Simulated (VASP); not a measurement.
Input of a VASP 6.6.1 run:

The input INCAR:

```
SYSTEM = Sc
ALGO = Fast ; EDIFF = 1E-6
ENCUT = 520 ; GGA = PE
ISIF = 2 ; ISMEAR = 0
LASPH = .True. ; LCHARG = .False.
LREAL = .False. ; LWAVE = .False.
NBANDS = 24 ; NELM = 80
PREC = Accurate ; SIGMA = 0.1
```

The input KPOINTS:

```
k-points
0
Gamma
  12 12 14
  0 0 0
```

POSCAR

```
Sc
1.0
    5.1214920339      0.0000000000      0.0000000000
   -2.5607460170      4.4353422067      0.0000000000
    0.0000000000      0.0000000000      3.2325479176
Sc
3
Direct
    0.0000000000      0.0000000000      0.0000000000
    0.3333333333      0.6666666667      0.5000000000
    0.6666666667      0.3333333333      0.5000000000
```

Potentials or basis: VASP PAW PBE potentials, release 64 (Sc_sv).

Run with:

```bash
$ cat potpaw_PBE.64/Sc_sv/POTCAR > POTCAR
$ mpirun -np 1 vasp_std > vasp.out
```

Question: What does it give for the pressure?

Answer: 0.1 GPa.
